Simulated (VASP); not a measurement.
Here is a VASP 6.6.1 calculation.

Contents of INCAR:

```
PREC = Accurate ; ENCUT = 520
EDIFF = 1E-7 ; ISMEAR = 0
SIGMA = 0.05 ; LREAL = F
LASPH = T ; NELM = 80
ALGO = Normal ; ISIF = 2
LWAVE = F ; LCHARG = T
LELF = T ; LVHAR = T
NBANDS = 15
```

Contents of KPOINTS:

```
regular mesh
0
Gamma
  8 8 8
```

POSCAR

```
KF
1.0
   -0.0839196841      2.5943681055      2.5943681055
    2.5943681055     -0.0839196841      2.5943681055
    2.5943681055      2.5943681055     -0.0839196841
K F
1 1
Direct
    0.0000000000      0.0000000000      0.0000000000
    0.5000000000      0.5000000000      0.5000000000
```

Potentials or basis: VASP PAW LDA potentials, release 64 (K_sv, F).

Command:

```sh
$ cat potpaw_LDA.64/K_sv/POTCAR potpaw_LDA.64/F/POTCAR > POTCAR
$ mpirun -np 1 vasp_std > vasp.out
```

(1) Predict the band gap on the k mesh.

(2) What does it give for the pressure?

Results:

(1) 5.96 eV, direct.

(2) -2.3 GPa.
